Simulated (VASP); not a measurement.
# NaCl (I4/mmm) in VASP: notebook, part 2 of 2

VASP 6.6.1. Earlier steps stand in the parts before.

### Step 6. Single point, r2SCAN (strain -0.040 along x and y, +0.080 along z)

The input, POSCAR:

```
NaCl
1.0
    0.0000000000      2.7184800000      3.0582900000
    2.7184800000      0.0000000000      3.0582900000
    2.7184800000      2.7184800000      0.0000000000
Na Cl
1 1
Direct
    0.0000000000      0.0000000000      0.0000000000
    0.5000000000      0.5000000000      0.5000000000
```

The input, INCAR.step1:

```
SYSTEM = NaCl
  PREC = Accurate
  ENCUT = 520
  ISMEAR = 0
  SIGMA = 0.05
  LREAL = .False.
  LASPH = .True.
  NELM = 80
  NBANDS = 14
  GGA = PE
  ALGO = Normal
  EDIFF = 1E-4
  LWAVE = .True.
  LCHARG = .False.
```

The input, INCAR.step2:

```
SYSTEM = NaCl
  PREC = Accurate
  ENCUT = 520
  EDIFF = 1E-6
  ISMEAR = 0
  SIGMA = 0.05
  LREAL = .False.
  LASPH = .True.
  NELM = 80
  ALGO = Normal
  ISIF = 2
  LWAVE = .False.
  LCHARG = .True.
  METAGGA = R2SCAN
  LMIXTAU = .True.
  LELF = .True.
  LVHAR = .True.
  NBANDS = 14
  ISTART = 1
```

The input, KPOINTS:

```
regular mesh
0
Gamma
  8 8 8
  0 0 0
```

Potentials or basis: VASP PAW PBE potentials, release 64 (Na_pv, Cl).

Command:

```sh
$ cat potpaw_PBE.64/Na_pv/POTCAR potpaw_PBE.64/Cl/POTCAR > POTCAR
$ cp INCAR.step1 INCAR
$ mpirun -np 1 vasp_std > vasp.out
$ cp INCAR.step2 INCAR
$ mpirun -np 1 vasp_std > vasp.out
```

OUTCAR:

```text
SYSTEM = NaCl
   PREC = Accurate
   ENCUT = 520
   EDIFF = 1E-6
   ISMEAR = 0
   LREAL = .False.
   LASPH = .True.
   NELM = 80
   ISIF = 2
   METAGGA = R2SCAN
   ISTART = 1

 ion  position               nearest neighbor table
   1  0.000  0.000  0.000-   2 2.72   2 2.72   2 2.72   2 2.72
   2  0.500  0.500  0.500-   1 2.72   1 2.72   1 2.72   1 2.72

  LATTYP: Found a body centered tetragonal cell.
 ALAT       =     3.8445112850
 C/A-ratio  =     1.5909902577

  Lattice vectors:

 A1 = (  -2.7184800000,   0.0000000000,   3.0582900000)
 A2 = (   2.7184800000,   0.0000000000,   3.0582900000)
[... 586 lines left out ...]
     11      10.9994      0.00000
     12      13.1784      0.00000
     13      14.5058      0.00000
     14      16.2591      0.00000

 [... further k-points ...]
[... 5 lines left out ...]
  --------------------------------------------------------------------------------------
  -------------------------------------------------------------------------------------
  Total        0.3687529      0.3687529     -0.7783540      0.0000000     -0.0000000      0.0000000
  in kB       13.0702848     13.0702848    -27.5884164      0.0000000     -0.0000000      0.0000000
  external PRESSURE =      -0.4826156 kB  Pullay stress =       0.0000000 kB

 VOLUME and BASIS-vectors are now :
 -----------------------------------------------------------------------------
  energy-cutoff  :      520.00
  volume of cell :       45.20
      direct lattice vectors                 reciprocal lattice vectors
     0.000000000  2.718480000  3.058290000    -0.183926312  0.183926312  0.163490055
     2.718480000  0.000000000  3.058290000     0.183926312 -0.183926312  0.163490055
     2.718480000  2.718480000  0.000000000     0.183926312  0.183926312 -0.163490055

 POSITION                                       TOTAL-FORCE (eV/Angst)
 -----------------------------------------------------------------------------------
      0.00000      0.00000      0.00000        -0.000000      0.000000      0.000000
      2.71848      2.71848      3.05829         0.000000     -0.000000     -0.000000
 -----------------------------------------------------------------------------------
    total drift:                               -0.000000      0.000000      0.000000

  FREE ENERGIE OF THE ION-ELECTRON SYSTEM (eV)
  ---------------------------------------------------
  free  energy   TOTEN  =       -13.7392546406 eV

  energy  without entropy=      -13.7392546406  energy(sigma->0) =      -13.73925464
```

OUTCAR.step1:

```text
SYSTEM = NaCl
   PREC = Accurate
   ENCUT = 520
   ISMEAR = 0
   LREAL = .False.
   LASPH = .True.
[... 630 lines left out ...]
      0.00000      0.00000      0.00000         0.000000     -0.000000      0.000000
      2.71848      2.71848      3.05829        -0.000000      0.000000     -0.000000
 -----------------------------------------------------------------------------------
    total drift:                               -0.000000      0.000000      0.000000

  FREE ENERGIE OF THE ION-ELECTRON SYSTEM (eV)
  ---------------------------------------------------
  free  energy   TOTEN  =        -6.7289328043 eV

  energy  without entropy=       -6.7289328043  energy(sigma->0) =       -6.72893280
```

Wall time 3.3 min (1 thread of AMD EPYC 7R13 (Zen 3), shared host); peak memory 0.15 GiB.

Results:

```
Free energy            : -13.7393 eV
Pressure               : 0.0 GPa
Band gap on the k mesh : 5.87 eV, direct
```

Stress tensor (GPa, compression positive):
```
 1.31  0.00  0.00
 0.00  1.31  0.00
 0.00  0.00 -2.76
```

Levels at points of the mesh, in eV from the valence-band top:
```csv
k point,band 3,band 4,band 5,band 6,band 7,band 8,band 9,band 10,band 11,band 12
"(0.00, 0.00, 0.00)",-21.51,-13.23,-0.03,-0.03,0.00,5.87,11.22,12.11,12.11,13.27
"(0.50, 0.00, 0.00)",-21.51,-12.89,-1.93,-0.38,-0.22,7.89,11.31,11.47,12.39,15.97
"(0.50, 0.50, 0.00)",-21.51,-12.93,-1.70,-0.45,-0.45,8.56,8.93,11.38,16.02,16.39
"(0.50, 0.00, 0.50)",-21.52,-12.81,-1.66,-0.88,-0.51,8.45,8.52,12.49,14.78,15.74
```

Caveat: the cell differs from its parent crystal (strain -0.040 along x and y, +0.080 along z); the PAW data sets were made with another functional, which shifts forces and pressure a little. A k mesh can miss the band edges.

### Step 7. Single point, r2SCAN (strain +0.040 along x and y, -0.080 along z)

The input, POSCAR:

```
NaCl
1.0
    0.0000000000      2.9450200000      2.6052100000
    2.9450200000      0.0000000000      2.6052100000
    2.9450200000      2.9450200000      0.0000000000
Na Cl
1 1
Direct
    0.0000000000      0.0000000000      0.0000000000
    0.5000000000      0.5000000000      0.5000000000
```

The input, INCAR.step1:

```
PREC = Accurate
ENCUT = 520
ISMEAR = 0
SIGMA = 0.05
LREAL = False
LASPH = True
NELM = 80
NBANDS = 14
GGA = PE
ALGO = Normal
EDIFF = 1E-4
LWAVE = True
LCHARG = False
```

The input, INCAR.step2:

```
PREC = Accurate
ENCUT = 520
EDIFF = 1E-6
ISMEAR = 0
SIGMA = 0.05
LREAL = False
LASPH = True
NELM = 80
ALGO = Normal
ISIF = 2
LWAVE = False
LCHARG = True
METAGGA = R2SCAN
LMIXTAU = True
LELF = True
LVHAR = True
NBANDS = 14
ISTART = 1
```

The input, KPOINTS:

```
regular mesh
0
Gamma
  8 8 8
```

Command:

```sh
$ cat potpaw_PBE.64/Na_pv/POTCAR potpaw_PBE.64/Cl/POTCAR > POTCAR
$ cp INCAR.step1 INCAR
$ mpirun -np 1 vasp_std > vasp.out
$ cp INCAR.step2 INCAR
$ mpirun -np 1 vasp_std > vasp.out
```

Run time: 2.4 min. Hardware: 1 thread of AMD EPYC 7R13 (Zen 3), shared host; peak memory 0.15 GiB.

The run converged. Its results:

```yaml
Free_energy: -13.7164 eV
Pressure: 0.3 GPa
Band_gap_on_the_k_mesh: 5.84 eV, direct
```

Stress tensor (GPa, compression positive):
```
-1.98  0.00  0.00
 0.00 -1.98  0.00
 0.00  0.00  4.78
```

Levels at points of the mesh, in eV from the valence-band top:
```csv
k point,band 3,band 4,band 5,band 6,band 7,band 8,band 9,band 10,band 11,band 12
"(0.00, 0.00, 0.00)",-21.52,-13.25,-0.12,0.00,0.00,5.84,11.51,11.51,12.40,13.21
"(0.50, 0.00, 0.00)",-21.53,-12.90,-1.94,-0.38,-0.26,7.87,11.13,11.46,12.57,15.90
"(0.50, 0.50, 0.00)",-21.54,-12.81,-1.61,-0.80,-0.80,8.27,8.48,12.90,15.29,15.29
"(0.50, 0.00, 0.50)",-21.53,-12.90,-1.73,-0.71,-0.37,8.47,8.83,11.70,15.30,15.59
```

Caveat: the cell differs from its parent crystal (strain +0.040 along x and y, -0.080 along z); the PAW data sets were made with another functional, which shifts forces and pressure a little.

### Step 8. The runs side by side

```tsv
cell	gap on the mesh (eV)	pressure (GPa)
a = 3.932, b = 3.932, c = 3.684 Å, angles 62.1, 62.1, 55.9°, 2 atoms	6.40	4.4
a = 4.017, b = 4.017, c = 3.684 Å, angles 62.7, 62.7, 54.6°, 2 atoms	6.21	3.7
a = 3.848, b = 3.848, c = 4.005 Å, angles 58.6, 58.6, 62.7°, 2 atoms	6.20	2.1
a = 3.925, b = 3.925, c = 4.005 Å, angles 59.3, 59.3, 61.3°, 2 atoms	6.03	0.2
a = 4.092, b = 4.092, c = 3.845 Å, angles 62.0, 62.0, 56.0°, 2 atoms	5.87	0.0
a = 3.932, b = 3.932, c = 4.165 Å, angles 58.0, 58.0, 64.0°, 2 atoms	5.84	0.3
```

Alike in all rows: task single point; level r2SCAN; potentials or basis VASP PAW PBE potentials, release 64 (Na_pv, Cl); no spin polarisation; k mesh 8 × 8 × 8; cutoff (eV) 520; smearing gaussian 0.05 eV.

Caveats: the PAW data sets were made with another functional, which shifts forces and pressure a little.

Total energies depend on the potentials used, so only differences within one code and one set of settings carry meaning.
